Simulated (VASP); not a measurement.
Input of a VASP 6.6.1 run:

File INCAR:

```
PREC = Accurate
ENCUT = 600
EDIFF = 1E-7
ISMEAR = 0
SIGMA = 0.2
LREAL = F
LASPH = T
NELM = 120
ALGO = Normal
ISIF = 3
LWAVE = F
LCHARG = F
GGA = PE
IBRION = 2
NSW = 36
EDIFFG = -0.08
GGA_COMPAT = F
NELMIN = 4
```

KPOINTS

```
regular mesh
0
Gamma
  6 6 5
```

Contents of POSCAR:

```
NaTaO
1.0
    3.7477107600      0.0000000000      0.0000000000
   -1.8738553800      3.2456127200      0.0000000000
    0.0000000000      0.0000000000      3.9472649300
Na Ta O
1 1 1
Direct
    0.0000000000      0.0000000000      0.5000000000
    0.6666666700      0.3333333300      0.0000000000
    0.0000000000      0.0000000000      0.0000000000
```

Potentials or basis: VASP PAW PBE potentials, release 64 (Na_pv, Ta_pv, O).

Run with:

```bash
$ cat potpaw_PBE.64/Na_pv/POTCAR potpaw_PBE.64/Ta_pv/POTCAR potpaw_PBE.64/O/POTCAR > POTCAR
$ mpirun -np 1 vasp_std > vasp.out
```

(1) Predict the relaxed cell.

(2) What does it give for the band gap on the k mesh?

(3) Predict the space group after relaxing (to 0.05 Å).

(4) Estimate the relaxed volume.

Results:

(1) a = 3.457 Å, b = 3.457 Å, c = 5.394 Å, α = 90.00°, β = 90.00°, γ = 120.00°.

(2) zero (band 12 reaches 4.28 eV, above the bottom of band 13 at 2.49 eV).

(3) P-6m2 (No. 187).

(4) 18.61 Å³/atom.

Caveat: the volume moved by over 15 % at a fixed basis, so the end points are rough; spin-orbit coupling is left out, which moves the levels of the heavy elements.
